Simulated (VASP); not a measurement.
# KI (R-3m) in VASP: a series of runs

KI is run at these levels: PBE, r2SCAN, HSE06; tasks: single point.

Everything below comes from runs of VASP 6.6.1. Logs are shortened: lines on timing, memory, paths and dates and some standing lists are left out, and cuts for length are marked.

## Step 1: The cell of the first run

The structure is trigonal, space group R-3m (No. 166). The conventional cell has a = 6.142 Å, b = 6.142 Å, c = 7.339 Å, α = 90.00°, β = 90.00°, γ = 120.00°. Within 4.8 Å of K (site symmetry -3m) lie 8 I at 3.67 to 3.75 Å and 6 K at 4.31 Å. I (site symmetry -3m) has 8 K at 3.67 to 3.75 Å and 6 I at 4.31 Å within 4.8 Å.

## Step 2: Single point, PBE (epitaxial 111 strain +1.2%)

Contents of INCAR:

```
PREC = Accurate
ENCUT = 520
EDIFF = 1E-6
ISMEAR = -1
SIGMA = 0.02
LREAL = False
LASPH = True
NELM = 60
ALGO = Normal
ISIF = 2
LWAVE = False
LCHARG = True
GGA = PE
LELF = True
LVHAR = True
NBANDS = 15
```

Contents of KPOINTS:

```
Automatic mesh
0
Gamma
  6 6 6
```

Contents of POSCAR:

```
KI
1.0
    4.3079191986     -0.0353704512     -0.0353704512
   -0.0353704512      4.3079191986     -0.0353704512
   -0.0353704512     -0.0353704512      4.3079191986
K I
1 1
Direct
    0.0000000000      0.0000000000      0.0000000000
    0.5000000000      0.5000000000      0.5000000000
```

Potentials or basis: VASP PAW PBE potentials, release 64 (K_sv, I).

Command:

```bash
> cat potpaw_PBE.64/K_sv/POTCAR potpaw_PBE.64/I/POTCAR > POTCAR
> mpirun -np 1 vasp_std > vasp.out
```

OUTCAR:

```text
PREC = Accurate
   ENCUT = 520
   EDIFF = 1E-6
   ISMEAR = -1
   LREAL = False
   LASPH = True
   NELM = 60
   ISIF = 2
   GGA = PE

 ion  position               nearest neighbor table
   1  0.000  0.000  0.000-   2 3.67   2 3.67
   2  0.500  0.500  0.500-   1 3.67   1 3.67

  LATTYP: Found a trigonal (rhomboedric) cell.
 ALAT       =     4.3082096002
 COS(alpha) =    -0.0163515123

  Lattice vectors:

 A1 = (   4.3079191986,  -0.0353704512,  -0.0353704512)
 A2 = (  -0.0353704512,   4.3079191986,  -0.0353704512)
 A3 = (  -0.0353704512,  -0.0353704512,   4.3079191986)

Analysis of symmetry for initial positions (statically):
=====================================================================
 Subroutine PRICEL returns:
 Original cell was already a primitive cell.

 Routine SETGRP: Setting up the symmetry group for a
 trigonal (rhombohedral) supercell.

 Subroutine GETGRP returns: Found 12 space group operations
 (whereof 12 operations were pure point group operations)
 out of a pool of 12 trial point group operations.

The static configuration has the point symmetry D_3d.

Analysis of symmetry for dynamics (positions and initial velocities):
=====================================================================
 Subroutine PRICEL returns:
 Original cell was already a primitive cell.

 Routine SETGRP: Setting up the symmetry group for a
 trigonal (rhombohedral) supercell.

 Subroutine GETGRP returns: Found 12 space group operations
 (whereof 12 operations were pure point group operations)
 out of a pool of 12 trial point group operations.

The dynamic configuration has the point symmetry D_3d.

 Subroutine INISYM returns: Found 12 space group operations
 (whereof 12 operations are pure point group operations),
 and found     1 'primitive' translations

----------------------------------------------------------------------------------------

                                     Primitive cell

  volume of cell :      79.9308

  direct lattice vectors                    reciprocal lattice vectors
     4.307919199 -0.035370451 -0.035370451     0.232162191  0.001921963  0.001921963
    -0.035370451  4.307919199 -0.035370451     0.001921963  0.232162191  0.001921963
    -0.035370451 -0.035370451  4.307919199     0.001921963  0.001921963  0.232162191

  length of vectors
     4.308209600  4.308209600  4.308209600     0.232178102  0.232178102  0.232178102

  position of ions in fractional coordinates (direct lattice)
     0.000000000  0.000000000  0.000000000
     0.500000000  0.500000000  0.500000000

  ion indices of the primitive-cell ions
   primitive index   ion index
                 1           1
                 2           2

----------------------------------------------------------------------------------------

 KPOINTS: Automatic mesh

Automatic generation of k-mesh.
 Grid dimensions read from file:
 generate k-points for:    6    6    6

 Generating k-lattice:

  Cartesian coordinates                     Fractional coordinates (reciprocal lattice)
     0.038693699  0.000320327  0.000320327     0.166666667 -0.000000000  0.000000000
     0.000320327  0.038693699  0.000320327    -0.000000000  0.166666667  0.000000000
     0.000320327  0.000320327  0.038693699     0.000000000  0.000000000  0.166666667

  Length of vectors
     0.038696350  0.038696350  0.038696350

  Shift w.r.t. Gamma in fractional coordinates (k-lattice)
     0.000000000  0.000000000  0.000000000

 Subroutine IBZKPT returns following result:
 ===========================================

 Found     32 irreducible k-points:

 Following reciprocal coordinates:
            Coordinates               Weight
  0.000000  0.000000  0.000000      1.000000
  0.166667  0.000000  0.000000      6.000000
  0.333333  0.000000  0.000000      6.000000
  0.500000  0.000000  0.000000      3.000000
  0.166667  0.166667  0.000000      6.000000
  0.333333  0.166667  0.000000     12.000000
[... 16 lines left out ...]
  0.500000  0.500000  0.166667      6.000000
 -0.333333  0.500000  0.166667     12.000000
 [... further k-points ...]
   k-points           NKPTS =     32   k-points in BZ     NKDIM =     32   number of bands    NBANDS=     15
   number of dos      NEDOS =    301   number of ions     NIONS =      2
   total plane-waves  NPLWV =  32768
   dimension x,y,z NGX =    32 NGY =   32 NGZ =   32
   dimension x,y,z NGXF=    64 NGYF=   64 NGZF=   64
   ions per type =               1   1
   NGX,Y,Z   is equivalent  to a cutoff of  12.35, 12.35, 12.35 a.u.
   NGXF,Y,Z  is equivalent  to a cutoff of  24.70, 24.70, 24.70 a.u.
 SYSTEM =  unknown system
   PREC   = accura    normal or accurate (medium, high low for compatibility)
   ISTART =      0    job   : 0-new  1-cont  2-samecut
   ICHARG =      2    charge: 1-file 2-atom 10-const
   ISPIN  =      1    spin polarized calculation?
   LNONCOLLINEAR =      F non collinear calculations
   LSORBIT =      F    spin-orbit coupling
   LASPH  =      T    aspherical Exc in radial PAW
   ENCUT  =  520.0 eV  38.22 Ry    6.18 a.u.   8.01  8.01  8.01*2*pi/ulx,y,z
   NELM   =     60;   NELMIN=  2; NELMDL= -5     # of ELM steps
   EDIFF  = 0.1E-05   stopping-criterion for ELM
   LREAL  =      F    real-space projection
   EDIFFG = 0.1E-04   stopping-criterion for IOM
   NSW    =      0    number of steps for IOM
   IBRION =     -1    ionic relax: 0-MD 1-quasi-New 2-CG
   NFREE  =      0    steps in history (QN), initial steepest desc. (CG)
   ISIF   =      2    stress and relaxation
   ISYM   =      2    0-nonsym 1-usesym 2-fastsym
   POTIM  = 0.5000    time-step for ionic-motion
   TEBEG  =    0.0;   TEEND  =   0.0 temperature during run
   PSTRESS=    0.0 pullay stress
   NELECT =      16.0000    total number of electrons
   NUPDOWN=      -1.0000    fix difference up-down
   EMIN   =  10.00;   EMAX   =-10.00  energy-range for DOS
   EFERMI =   0.00;   METHOD = LEGACY
   ISMEAR =    -1;   SIGMA  =   0.02  broadening in eV -4-tet -1-fermi 0-gaus
   EFERMI_NEDOS =   21; number of points for ismear=-14 and -15
   IALGO  =     38    algorithm
   IMIX   =      4    mixing-type and parameters
     AMIX     =   0.40;   BMIX     =  1.00
     AMIX_MAG =   1.60;   BMIX_MAG =  1.00
  volume/ion in A,a.u.               =      39.97       269.70
  Fermi-wavevector in a.u.,A,eV,Ry     =   0.957657  1.809710 12.478001  0.917107
  Thomas-Fermi vector in A             =   2.086695
   LORBIT       =      0    0 simple, 1 ext, 2 COOP (PROOUT), +10 PAW based schemes
   GGA     = PE    functional components
   LHFCALC =     F    Hartree Fock is set to
   AEXX    =    0.0000 exact exchange contribution
   IVDW    =     0    specifies the selected vdW correction
   LEPSILON=     F    determine dielectric tensor
   LRPA    =     F    only Hartree local field effects (RPA)
 non-spin polarized calculation
  energy-cutoff  :      520.00
  volume of cell :       79.93
 maximum number of plane-waves:      2194
   NGX = 17   NGY = 17   NGZ = 17

 number of electron      16.0000004 magnetization

 Free energy of the ion-electron system (eV)
  ---------------------------------------------------
  ext. energy  EPLUGINS =         0.00000000
  ---------------------------------------------------
  free energy    TOTEN  =        -5.42264496 eV

  energy without entropy =       -5.42264496  energy(sigma->0) =       -5.42264496

 E-fermi :   1.2802     XC(G=0):  -7.6623

 val. band max:        0.8047318159   @ k =   0.5000   0.5000   0.0000
 cond. band min:       4.1084999877   @ k =   0.0000   0.0000   0.0000
 fundamental gap:      3.3037681717
 Fermi energy:         1.2801697302

 k-point     1 :       0.0000    0.0000    0.0000
  band No.  band energies     occupation
      1     -28.5803      2.00000
      2     -12.0338      2.00000
      3     -12.0338      2.00000
      4     -12.0324      2.00000
      5     -10.3236      2.00000
      6       0.4229      2.00000
      7       0.4660      2.00000
      8       0.4660      2.00000
      9       4.1085      0.00000
     10       5.5958      0.00000
     11       5.5958      0.00000
     12       9.0891      0.00000
     13       9.2200      0.00000
     14       9.2200      0.00000
     15      11.2630      0.00000

 k-point     2 :       0.1667    0.0000    0.0000
  band No.  band energies     occupation
      1     -28.5792      2.00000
      2     -12.0745      2.00000
      3     -12.0312      2.00000
      4     -12.0301      2.00000
      5     -10.2510      2.00000
      6      -0.1783      2.00000
      7       0.4530      2.00000
      8       0.4876      2.00000
      9       4.6818      0.00000
     10       5.7926      0.00000
     11       6.2410      0.00000
     12       9.0566      0.00000
     13       9.1098      0.00000
     14       9.2963      0.00000
     15      10.3306      0.00000

 k-point     3 :       0.3333    0.0000    0.0000
  band No.  band energies     occupation
      1     -28.5769      2.00000
      2     -12.1512      2.00000
      3     -12.0259      2.00000
      4     -12.0246      2.00000
      5     -10.1068      2.00000
      6      -1.0773      2.00000
      7       0.4828      2.00000
      8       0.5310      2.00000
      9       5.6308      0.00000
     10       6.3641      0.00000
     11       7.4797      0.00000
     12       8.8178      0.00000
     13       9.0921      0.00000
     14       9.0922      0.00000
     15       9.5488      0.00000
[... 343 lines left out ...]
 k-point    23 :       0.5000    0.5000    0.1667
  band No.  band energies     occupation
      1     -28.5706      2.00000
      2     -12.1105      2.00000
      3     -12.1065      2.00000
      4     -12.0348      2.00000
      5      -9.9471      2.00000
      6      -0.8742      2.00000
      7      -0.8456      2.00000
      8       0.2985      2.00000
      9       5.0480      0.00000
     10       7.2022      0.00000
     11       7.2382      0.00000
     12       7.3852      0.00000
     13       9.7832      0.00000
     14       9.8925      0.00000
     15      10.2482      0.00000

 k-point    24 :      -0.3333    0.5000    0.1667
  band No.  band energies     occupation
      1     -28.5717      2.00000
      2     -12.1246      2.00000
      3     -12.0867      2.00000
      4     -12.0371      2.00000
      5      -9.9648      2.00000
      6      -0.9902      2.00000
      7      -0.5636      2.00000
      8       0.2478      2.00000
      9       5.4810      0.00000
     10       7.1098      0.00000
     11       7.2679      0.00000
     12       7.6410      0.00000
     13       9.2129      0.00000
     14       9.4820      0.00000
     15      10.3187      0.00000

 [... further k-points ...]

------------------------ aborting loop because EDIFF is reached ----------------------------------------

  FORCE on cell =-STRESS in cart. coord.  units (eV):
  Direction    XX          YY          ZZ          XY          YZ          ZX
  --------------------------------------------------------------------------------------
  -------------------------------------------------------------------------------------
  Total        0.1778360      0.1778360      0.1778360      0.0307995      0.0307995      0.0307995
  in kB        3.5646416      3.5646416      3.5646416      0.6173625      0.6173625      0.6173625
  external PRESSURE =       3.5646416 kB  Pullay stress =       0.0000000 kB

 VOLUME and BASIS-vectors are now :
 -----------------------------------------------------------------------------
  energy-cutoff  :      520.00
  volume of cell :       79.93
      direct lattice vectors                 reciprocal lattice vectors
     4.307919199 -0.035370451 -0.035370451     0.232162191  0.001921963  0.001921963
    -0.035370451  4.307919199 -0.035370451     0.001921963  0.232162191  0.001921963
    -0.035370451 -0.035370451  4.307919199     0.001921963  0.001921963  0.232162191

 POSITION                                       TOTAL-FORCE (eV/Angst)
 -----------------------------------------------------------------------------------
      0.00000      0.00000      0.00000         0.000000      0.000000      0.000000
      2.11859      2.11859      2.11859        -0.000000     -0.000000      0.000000
 -----------------------------------------------------------------------------------
    total drift:                                0.000000      0.000000     -0.000000

  FREE ENERGIE OF THE ION-ELECTRON SYSTEM (eV)
  ---------------------------------------------------
  free  energy   TOTEN  =        -5.4226449609 eV

  energy  without entropy=       -5.4226449609  energy(sigma->0) =       -5.42264496
```

It took 37 s on 1 thread of AMD EPYC 7R43 (Zen 3), shared host; peak memory 0.16 GiB.

What came out:

* Free energy: -5.4226 eV
* Pressure: 0.4 GPa
* Band gap on the k mesh: 3.30 eV (least direct gap 3.64 eV)

Caveat: the cell differs from its parent crystal (epitaxial 111 strain +1.2%); the structure was generated, so it needn't be the stable form of KI; spin-orbit coupling is left out, which moves the levels of the heavy elements.

## Step 3: Single point, r2SCAN (epitaxial 111 strain +1.2%)

POSCAR is that of step 2.

Contents of INCAR.step1:

```
ALGO = Normal
EDIFF = 1E-4
ENCUT = 520
GGA = PE
ISMEAR = 0
LASPH = True
LCHARG = False
LREAL = False
LWAVE = True
NBANDS = 15
NELM = 100
PREC = Accurate
SIGMA = 0.01
```

Contents of INCAR.step2:

```
ALGO = Normal
EDIFF = 1E-6
ENCUT = 520
ISIF = 2
ISMEAR = 0
ISTART = 1
LASPH = True
LCHARG = False
LMIXTAU = True
LREAL = False
LWAVE = False
METAGGA = R2SCAN
NBANDS = 15
NELM = 100
PREC = Accurate
SIGMA = 0.01
```

Contents of KPOINTS:

```
k-points
0
Gamma
  6 6 6
```

Potentials or basis: VASP PAW PBE potentials, release 64 (K_sv, I).

Command:

```bash
> cat potpaw_PBE.64/K_sv/POTCAR potpaw_PBE.64/I/POTCAR > POTCAR
> cp INCAR.step1 INCAR
> mpirun -np 1 vasp_std > vasp.out
> cp INCAR.step2 INCAR
> mpirun -np 1 vasp_std > vasp.out
```

It took 2.3 min on 1 thread of AMD EPYC 7R43 (Zen 3), shared host; peak memory 0.17 GiB.

It converged, with:

```yaml
Free_energy: -33.8632 eV
Pressure: -0.1 GPa
Band_gap_on_the_k_mesh: 4.01 eV (least direct gap 4.36 eV)
```

Stress tensor (GPa, compression positive):
```
-0.14  0.07  0.07
 0.07 -0.14  0.07
 0.07  0.07 -0.14
```

Levels at points of the mesh, in eV from the valence-band top:
```csv
k point,band 4,band 5,band 6,band 7,band 8,band 9,band 10,band 11,band 12,band 13
"(0.00, 0.00, 0.00)",-13.27,-11.46,-0.39,-0.35,-0.35,4.01,5.28,5.28,9.00,9.13
"(0.50, 0.00, 0.00)",-13.26,-11.15,-2.26,-0.31,-0.25,6.11,6.74,7.64,7.71,9.31
"(0.50, 0.50, 0.00)",-13.25,-11.10,-1.73,-1.70,0.00,4.46,6.36,7.42,7.44,9.65
"(0.50, 0.50, 0.50)",-13.33,-10.91,-1.66,-1.66,-1.64,6.07,6.07,6.26,9.53,9.53
```

Caveat: the cell differs from its parent crystal (epitaxial 111 strain +1.2%); the structure was generated, so it needn't be the stable form of KI; the PAW data sets were made with another functional, which shifts forces and pressure a little; spin-orbit coupling is left out, which moves the levels of the heavy elements.

## Step 4: Single point, HSE06 (epitaxial 111 strain +1.2%)

POSCAR is that of step 3.

Contents of INCAR.step1:

```
SYSTEM = KI
ALGO = Normal ; EDIFF = 1E-5
ENCUT = 520 ; GGA = PE
ISIF = 2 ; ISMEAR = 0
LASPH = .TRUE. ; LCHARG = .FALSE.
LREAL = .FALSE. ; LWAVE = .TRUE.
NBANDS = 15 ; NELM = 100
PREC = Accurate ; SIGMA = 0.01
```

Contents of INCAR.step2:

```
SYSTEM = KI
ALGO = Normal ; EDIFF = 1E-7
ENCUT = 520 ; GGA = PE
HFSCREEN = 0.2079 ; ISIF = 2
ISMEAR = 0 ; ISTART = 1
LASPH = .TRUE. ; LCHARG = .FALSE.
LHFCALC = .TRUE. ; LREAL = .FALSE.
LWAVE = .FALSE. ; NBANDS = 15
NELM = 100 ; PREC = Accurate
PRECFOCK = Normal ; SIGMA = 0.01
```

Contents of KPOINTS:

```
k-points
0
G
  4 4 4
  0 0 0
```

Command:

```bash
> cat potpaw_PBE.64/K_sv/POTCAR potpaw_PBE.64/I/POTCAR > POTCAR
> cp INCAR.step1 INCAR
> mpirun -np 1 vasp_std > vasp.out
> cp INCAR.step2 INCAR
> mpirun -np 1 vasp_std > vasp.out
```

Run time: 28 min. Hardware: 1 thread of AMD EPYC 7R43 (Zen 3), shared host; peak memory 0.27 GiB.

It converged, with:

```
Free energy            : -6.2568 eV
Pressure               : 0.1 GPa
Band gap on the k mesh : 4.27 eV (least direct gap 4.64 eV)
```

Stress tensor (GPa, compression positive):
```
0.15 0.06 0.06
0.06 0.15 0.06
0.06 0.06 0.15
```

Levels at points of the mesh, in eV from the valence-band top:
| k point | band 5 | band 6 | band 7 | band 8 | band 9 | band 10 | band 11 | band 12 |
| --- | --- | --- | --- | --- | --- | --- | --- | --- |
| (0.00, 0.00, 0.00) | -12.08 | -0.41 | -0.37 | -0.37 | 4.27 | 5.81 | 5.81 | 9.70 |
| (0.50, 0.00, 0.00) | -11.75 | -2.40 | -0.32 | -0.26 | 6.45 | 7.40 | 8.07 | 8.15 |
| (0.50, 0.50, 0.00) | -11.69 | -1.83 | -1.80 | 0.00 | 4.89 | 6.80 | 8.02 | 8.03 |
| (0.50, 0.50, 0.50) | -11.50 | -1.75 | -1.75 | -1.73 | 6.53 | 6.53 | 6.72 | 10.22 |

Caveat: the cell differs from its parent crystal (epitaxial 111 strain +1.2%); the structure was generated, so it needn't be the stable form of KI; the PAW data sets were made with another functional, which shifts forces and pressure a little; spin-orbit coupling is left out, which moves the levels of the heavy elements.

## Step 5: Overview

```tsv
level	k mesh	smearing	grid for exact exchange (PRECFOCK)	share of exact exchange	screening parameter	gap on the mesh (eV)	pressure (GPa)
PBE	6 × 6 × 6	fermi-dirac 0.02 eV	-	-	-	3.30	0.4
r2SCAN	6 × 6 × 6	gaussian 0.01 eV	-	-	-	4.01	-0.1
HSE06	4 × 4 × 4	gaussian 0.01 eV	Normal	0.25	0.2079 1/Å	4.27	0.1
```

Alike in all rows: task single point; potentials or basis VASP PAW PBE potentials, release 64 (K_sv, I); no spin polarisation; cell as given; cutoff (eV) 520.

Caveats: the structure was generated, so it needn't be the stable form of KI; spin-orbit coupling is left out, which moves the levels of the heavy elements; the PAW data sets were made with another functional, which shifts forces and pressure a little (at least some runs).

Absolute energies hang on the potentials; compare differences alone.
